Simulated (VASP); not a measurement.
# Pd (Im-3m) in VASP: a series of runs, part 2 of 2

VASP 6.6.1. The steps go on from the part before.

### 4 Single point, LDA (volume scaled by 0.96)

The input, INCAR:

```
SYSTEM = Pd
PREC = Accurate
ENCUT = 520
EDIFF = 1E-6
ISMEAR = -1
SIGMA = 0.1
LREAL = .False.
LASPH = .True.
NELM = 80
ALGO = Normal
ISIF = 2
LWAVE = .False.
LCHARG = .False.
GGA = CA
NBANDS = 11
```

The input, KPOINTS:

```
Automatic mesh
0
Gamma
  16 16 16
  0 0 0
```

The input, POSCAR:

```
Pd
1.0
   -1.5077397317      1.5077397317      1.5077397317
    1.5077397317     -1.5077397317      1.5077397317
    1.5077397317      1.5077397317     -1.5077397317
Pd
1
Direct
    0.0000000000      0.0000000000      0.0000000000
```

Run with:

```sh
$ cat potpaw_LDA.64/Pd/POTCAR > POTCAR
$ mpirun -np 1 vasp_std > vasp.out
```

Run time: 6.8 s. Hardware: 1 thread of Intel Xeon 6975P-C (Granite Rapids), shared host; peak memory 0.13 GiB.

It converged, with:

```yaml
Free_energy: -6.4366 eV
Pressure: 10.3 GPa
Band_gap_on_the_k_mesh: zero (band 5 reaches 11.62 eV, above the bottom of band 6 at 9.70 eV)
```

Levels at points of the mesh, in eV from the Fermi level:
```tsv
k point	band 1	band 2	band 3	band 4	band 5	band 6	band 7	band 8	band 9	band 10
(0.00, 0.00, 0.00)	-7.82	-3.36	-3.36	-3.36	-1.08	-1.08	19.42	19.42	19.42	25.64
(0.50, 0.00, 0.00)	-5.99	-4.73	-1.16	-0.80	0.71	1.18	8.55	15.21	18.45	25.51
(0.50, 0.50, 0.50)	-5.95	-5.95	0.26	0.26	0.26	9.39	9.39	9.39	18.70	18.70
```

Caveat: the cell differs from its parent crystal (volume scaled by 0.96).

### 5 Single point, LDA

This run uses another cell than the first one, of 14.28 Å³/atom, 1.136 times its volume.

The input, INCAR:

```
SYSTEM = Pd
ALGO = Normal ; EDIFF = 1E-6
ENCUT = 520 ; GGA = CA
ISIF = 2 ; ISMEAR = -1
LASPH = .True. ; LCHARG = .False.
LREAL = .False. ; LWAVE = .False.
NBANDS = 11 ; NELM = 100
PREC = Accurate ; SIGMA = 0.1
```

The input, KPOINTS:

```
k-points
0
Gamma
  16 16 16
  0 0 0
```

The input, POSCAR:

```
Pd
1.0
   -1.5283962675      1.5283962675      1.5283962675
    1.5283962675     -1.5283962675      1.5283962675
    1.5283962675      1.5283962675     -1.5283962675
Pd
1
Direct
    0.0000000000      0.0000000000      0.0000000000
```

Potentials or basis: VASP PAW LDA potentials, release 64 (Pd).

Run with:

```sh
$ cat potpaw_LDA.64/Pd/POTCAR > POTCAR
$ mpirun -np 1 vasp_std > vasp.out
```

OUTCAR:

```text
SYSTEM = Pd
   EDIFF = 1E-6
   ENCUT = 520
   GGA = CA
   ISIF = 2
   ISMEAR = -1
   LASPH = .True.
   LREAL = .False.
   NELM = 100
   PREC = Accurate

 ion  position               nearest neighbor table
   1  0.000  0.000  0.000-

  LATTYP: Found a body centered cubic cell.
 ALAT       =     3.0567925350

  Lattice vectors:

 A1 = (  -1.5283962675,   1.5283962675,   1.5283962675)
 A2 = (   1.5283962675,  -1.5283962675,   1.5283962675)
 A3 = (   1.5283962675,   1.5283962675,  -1.5283962675)

Analysis of symmetry for initial positions (statically):
=====================================================================
 Subroutine PRICEL returns:
 Original cell was already a primitive cell.

 Routine SETGRP: Setting up the symmetry group for a
 body centered cubic supercell.

 Subroutine GETGRP returns: Found 48 space group operations
 (whereof 48 operations were pure point group operations)
 out of a pool of 48 trial point group operations.

The static configuration has the point symmetry O_h .

Analysis of symmetry for dynamics (positions and initial velocities):
=====================================================================
 Subroutine PRICEL returns:
 Original cell was already a primitive cell.

 Routine SETGRP: Setting up the symmetry group for a
 body centered cubic supercell.

 Subroutine GETGRP returns: Found 48 space group operations
 (whereof 48 operations were pure point group operations)
 out of a pool of 48 trial point group operations.

The dynamic configuration has the point symmetry O_h .

 Subroutine INISYM returns: Found 48 space group operations
 (whereof 48 operations are pure point group operations),
 and found     1 'primitive' translations

----------------------------------------------------------------------------------------

                                     Primitive cell

  volume of cell :      14.2813

  direct lattice vectors                    reciprocal lattice vectors
    -1.528396268  1.528396268  1.528396268     0.000000000  0.327140291  0.327140291
     1.528396268 -1.528396268  1.528396268     0.327140291  0.000000000  0.327140291
     1.528396268  1.528396268 -1.528396268     0.327140291  0.327140291  0.000000000

  length of vectors
     2.647259989  2.647259989  2.647259989     0.462646237  0.462646237  0.462646237

  position of ions in fractional coordinates (direct lattice)
     0.000000000  0.000000000  0.000000000

  ion indices of the primitive-cell ions
   primitive index   ion index
                 1           1

----------------------------------------------------------------------------------------

 KPOINTS: k-points

Automatic generation of k-mesh.
 Grid dimensions read from file:
 generate k-points for:   16   16   16

 Generating k-lattice:

  Cartesian coordinates                     Fractional coordinates (reciprocal lattice)
     0.000000000  0.020446268  0.020446268     0.062500000  0.000000000  0.000000000
     0.020446268  0.000000000  0.020446268     0.000000000  0.062500000  0.000000000
     0.020446268  0.020446268  0.000000000     0.000000000  0.000000000  0.062500000

  Length of vectors
     0.028915390  0.028915390  0.028915390

  Shift w.r.t. Gamma in fractional coordinates (k-lattice)
     0.000000000  0.000000000  0.000000000

 Subroutine IBZKPT returns following result:
 ===========================================

 Found    145 irreducible k-points:

 Following reciprocal coordinates:
            Coordinates               Weight
  0.000000  0.000000  0.000000      1.000000
  0.062500  0.000000  0.000000     12.000000
  0.125000  0.000000  0.000000     12.000000
  0.187500  0.000000  0.000000     12.000000
  0.250000  0.000000  0.000000     12.000000
  0.312500  0.000000  0.000000     12.000000
[... 16 lines left out ...]
  0.187500  0.187500  0.000000     24.000000
  0.250000  0.187500  0.000000     48.000000
 [... further k-points ...]
   k-points           NKPTS =    145   k-points in BZ     NKDIM =    145   number of bands    NBANDS=     11
   number of dos      NEDOS =    301   number of ions     NIONS =      1
   total plane-waves  NPLWV =   8000
   dimension x,y,z NGX =    20 NGY =   20 NGZ =   20
   dimension x,y,z NGXF=    40 NGYF=   40 NGZF=   40
   ions per type =               1
   NGX,Y,Z   is equivalent  to a cutoff of  12.56, 12.56, 12.56 a.u.
   NGXF,Y,Z  is equivalent  to a cutoff of  25.12, 25.12, 25.12 a.u.
 SYSTEM =  Pd
   PREC   = accura    normal or accurate (medium, high low for compatibility)
   ISTART =      0    job   : 0-new  1-cont  2-samecut
   ICHARG =      2    charge: 1-file 2-atom 10-const
   ISPIN  =      1    spin polarized calculation?
   LNONCOLLINEAR =      F non collinear calculations
   LSORBIT =      F    spin-orbit coupling
   LASPH  =      T    aspherical Exc in radial PAW
   ENCUT  =  520.0 eV  38.22 Ry    6.18 a.u.   4.92  4.92  4.92*2*pi/ulx,y,z
   NELM   =    100;   NELMIN=  2; NELMDL= -5     # of ELM steps
   EDIFF  = 0.1E-05   stopping-criterion for ELM
   LREAL  =      F    real-space projection
   EDIFFG = 0.1E-04   stopping-criterion for IOM
   NSW    =      0    number of steps for IOM
   IBRION =     -1    ionic relax: 0-MD 1-quasi-New 2-CG
   NFREE  =      0    steps in history (QN), initial steepest desc. (CG)
   ISIF   =      2    stress and relaxation
   ISYM   =      2    0-nonsym 1-usesym 2-fastsym
   POTIM  = 0.5000    time-step for ionic-motion
   TEBEG  =    0.0;   TEEND  =   0.0 temperature during run
   PSTRESS=    0.0 pullay stress
   NELECT =      10.0000    total number of electrons
   NUPDOWN=      -1.0000    fix difference up-down
   EMIN   =  10.00;   EMAX   =-10.00  energy-range for DOS
   EFERMI =   0.00;   METHOD = LEGACY
   ISMEAR =    -1;   SIGMA  =   0.10  broadening in eV -4-tet -1-fermi 0-gaus
   EFERMI_NEDOS =   21; number of points for ismear=-14 and -15
   IALGO  =     38    algorithm
   IMIX   =      4    mixing-type and parameters
     AMIX     =   0.40;   BMIX     =  1.00
     AMIX_MAG =   1.60;   BMIX_MAG =  1.00
  volume/ion in A,a.u.               =      14.28        96.38
  Fermi-wavevector in a.u.,A,eV,Ry     =   1.453736  2.747163 28.753848  2.113348
  Thomas-Fermi vector in A             =   2.570968
   LORBIT       =      0    0 simple, 1 ext, 2 COOP (PROOUT), +10 PAW based schemes
   GGA     = CA    functional components
   LHFCALC =     F    Hartree Fock is set to
   AEXX    =    0.0000 exact exchange contribution
   IVDW    =     0    specifies the selected vdW correction
   LEPSILON=     F    determine dielectric tensor
   LRPA    =     F    only Hartree local field effects (RPA)
 non-spin polarized calculation
  energy-cutoff  :      520.00
  volume of cell :       14.28
 maximum number of plane-waves:       402
   NGX =  9   NGY =  9   NGZ =  9

 number of electron      10.0000000 magnetization

 number of electron       9.9999995 magnetization

 Free energy of the ion-electron system (eV)
  ---------------------------------------------------
  ext. energy  EPLUGINS =         0.00000000
  ---------------------------------------------------
  free energy    TOTEN  =        -6.45478396 eV

  energy without entropy =       -6.41460320  energy(sigma->0) =       -6.43469358

 E-fermi :  10.1635     XC(G=0): -13.7110

 val. band max:       10.1572659634   @ k =  -0.3750   0.5000   0.2500
 cond. band min:      10.1675691702   @ k =  -0.3750   0.4375   0.1250
 fundamental gap:      0.0103032068
 Fermi energy:        10.1635294647

 k-point     1 :       0.0000    0.0000    0.0000
  band No.  band energies     occupation
      1       2.6703      2.00000
      2       7.0060      2.00000
      3       7.0060      2.00000
      4       7.0060      2.00000
      5       9.1513      1.99992
      6       9.1513      1.99992
      7      29.5261      0.00000
      8      29.5261      0.00000
      9      29.5261      0.00000
     10      35.9631      0.00000
     11      38.5623      0.00000

 k-point     2 :       0.0625    0.0000    0.0000
  band No.  band energies     occupation
      1       2.8252      2.00000
      2       6.9512      2.00000
      3       7.0078      2.00000
      4       7.1196      2.00000
      5       9.0853      1.99996
      6       9.1552      1.99992
      7      29.4822      0.00000
      8      29.5620      0.00000
      9      29.7236      0.00000
     10      35.9486      0.00000
     11      37.0736      0.00000
[... 295 lines left out ...]
 k-point    24 :       0.2500    0.1875    0.0000
  band No.  band energies     occupation
      1       5.3515      2.00000
      2       6.1840      2.00000
      3       7.1665      2.00000
      4       8.7738      2.00000
      5       9.5187      1.99684
      6      11.7524      0.00000
      7      22.5986      0.00000
      8      24.2381      0.00000
      9      28.5497      0.00000
     10      32.8945      0.00000
     11      35.9406      0.00000

 [... further k-points ...]
[... 5 lines left out ...]
  --------------------------------------------------------------------------------------
  -------------------------------------------------------------------------------------
  Total        0.0191037      0.0191037      0.0191037      0.0000000      0.0000000      0.0000000
  in kB        2.1431904      2.1431904      2.1431904      0.0000000      0.0000000      0.0000000
  external PRESSURE =       2.1431904 kB  Pullay stress =       0.0000000 kB

 VOLUME and BASIS-vectors are now :
 -----------------------------------------------------------------------------
  energy-cutoff  :      520.00
  volume of cell :       14.28
      direct lattice vectors                 reciprocal lattice vectors
    -1.528396268  1.528396268  1.528396268     0.000000000  0.327140291  0.327140291
     1.528396268 -1.528396268  1.528396268     0.327140291  0.000000000  0.327140291
     1.528396268  1.528396268 -1.528396268     0.327140291  0.327140291  0.000000000

 POSITION                                       TOTAL-FORCE (eV/Angst)
 -----------------------------------------------------------------------------------
      0.00000      0.00000      0.00000         0.000000     -0.000000      0.000000
 -----------------------------------------------------------------------------------
    total drift:                                0.000000     -0.000000      0.000000

  FREE ENERGIE OF THE ION-ELECTRON SYSTEM (eV)
  ---------------------------------------------------
  free  energy   TOTEN  =        -6.4547839592 eV

  energy  without entropy=       -6.4146032004  energy(sigma->0) =       -6.43469358
```

OSZICAR:

```text
N       E                     dE             d eps       ncg     rms          rms(c)
DAV:   1     0.410316859371E+02    0.41032E+02   -0.51376E+03  3217   0.860E+02
DAV:   2    -0.627526678823E+01   -0.47307E+02   -0.45588E+02  3499   0.184E+02
DAV:   3    -0.677827613116E+01   -0.50301E+00   -0.50088E+00  3874   0.207E+01
DAV:   4    -0.678019434724E+01   -0.19182E-02   -0.19179E-02  3857   0.131E+00
DAV:   5    -0.678021327854E+01   -0.18931E-04   -0.18931E-04  4065   0.120E-01    0.882E+00
DAV:   6    -0.647446356595E+01    0.30575E+00   -0.11981E+00  3964   0.890E+00    0.423E+00
DAV:   7    -0.646011797124E+01    0.14346E-01   -0.20926E-02  4072   0.963E-01    0.217E+00
DAV:   8    -0.645478476860E+01    0.53332E-02   -0.16181E-03  4019   0.386E-01    0.727E-02
DAV:   9    -0.645477991996E+01    0.48486E-05   -0.58180E-05  4367   0.664E-02    0.134E-02
DAV:  10    -0.645478401734E+01   -0.40974E-05   -0.17458E-06  3956   0.116E-02    0.513E-03
DAV:  11    -0.645478395916E+01    0.58184E-07   -0.44499E-08  2687   0.148E-03
   1 F= -.64547840E+01 E0= -.64346936E+01  d E =-.401808E-01
```

stdout:

```text
POSCAR found type information on POSCAR Pd
 POSCAR found :  1 types and       1 ions
 scaLAPACK will be used
 LDA part: xc-table for (Slater(with rela. corr.)+CA(PZ))
 , standard interpolation
 POSCAR, INCAR and KPOINTS ok, starting setup
 FFT: planning ... GRIDC
 FFT: planning ... GRID_SOFT
 FFT: planning ... GRID
 WAVECAR not read
 entering main loop
```

Wall time 6.8 s (1 thread of Intel Xeon 6975P-C (Granite Rapids), shared host); peak memory 0.13 GiB.

Results:

```
Free energy            : -6.4548 eV
Pressure               : 0.2 GPa
Band gap on the k mesh : zero (band 5 reaches 10.82 eV, above the bottom of band 6 at 9.04 eV)
```

### 6 Single point, LDA (volume scaled by 1.04)

The input, INCAR:

```
PREC     = Accurate       # precision mode
ENCUT    = 520            # plane-wave cutoff, eV
EDIFF    = 1E-6           # SCF threshold, eV
ISMEAR   = -1             # smearing method
SIGMA    = 0.1            # smearing width, eV
LREAL    = F              # projectors in reciprocal space
LASPH    = T              # aspherical terms in the spheres
NELM     = 100            # most SCF steps
ALGO     = Normal         # electronic algorithm
ISIF     = 2              # what is computed and relaxed
LWAVE    = F              # write WAVECAR
LCHARG   = T              # write CHGCAR
LELF     = T              # ELF
LVHAR    = T            
NBANDS   = 11             # bands
```

The input, KPOINTS:

```
regular mesh
0
Gamma
  16 16 16
```

The input, POSCAR:

```
Pd
1.0
   -1.5485090511      1.5485090511      1.5485090511
    1.5485090511     -1.5485090511      1.5485090511
    1.5485090511      1.5485090511     -1.5485090511
Pd
1
Direct
    0.0000000000      0.0000000000      0.0000000000
```

Potentials or basis: VASP PAW LDA potentials, release 64 (Pd).

Run with:

```sh
$ cat potpaw_LDA.64/Pd/POTCAR > POTCAR
$ mpirun -np 1 vasp_std > vasp.out
```

It took 7 s on 1 thread of Intel Xeon 6975P-C (Granite Rapids), shared host; peak memory 0.13 GiB.

The run converged. Its results:

- Free energy: -6.4414 eV
- Pressure: -7.6 GPa
- Band gap on the k mesh: zero (band 5 reaches 10.09 eV, above the bottom of band 6 at 8.43 eV)

Levels at points of the mesh, in eV from the Fermi level:
| k point | band 2 | band 3 | band 4 | band 5 | band 6 | band 7 | band 8 | band 9 |
| --- | --- | --- | --- | --- | --- | --- | --- | --- |
| (0.00, 0.00, 0.00) | -2.97 | -2.97 | -2.97 | -0.95 | -0.95 | 19.29 | 19.29 | 19.29 |
| (0.50, 0.00, 0.00) | -4.17 | -1.03 | -0.71 | 0.60 | 1.33 | 7.83 | 15.05 | 17.61 |
| (0.50, 0.50, 0.50) | -5.23 | 0.21 | 0.21 | 0.21 | 9.08 | 9.08 | 9.08 | 17.49 |

Caveat: the cell differs from its parent crystal (volume scaled by 1.04).

### 7 Summary

| cell | gap on the mesh (eV) | pressure (GPa) |
| --- | --- | --- |
| a = 2.537 Å, angles 109.5°, 1 atom | none | 39.8 |
| a = 2.575 Å, angles 109.5°, 1 atom | none | 23.2 |
| a = 2.611 Å, angles 109.5°, 1 atom | none | 10.3 |
| a = 2.647 Å, angles 109.5°, 1 atom | none | 0.2 |
| a = 2.682 Å, angles 109.5°, 1 atom | none | -7.6 |

Alike in all rows: task single point; level LDA; potentials or basis VASP PAW LDA potentials, release 64 (Pd); no spin polarisation; k mesh 16 × 16 × 16; cutoff (eV) 520; smearing fermi-dirac 0.1 eV.

Total energies depend on the potentials used, so only differences within one code and one set of settings carry meaning.
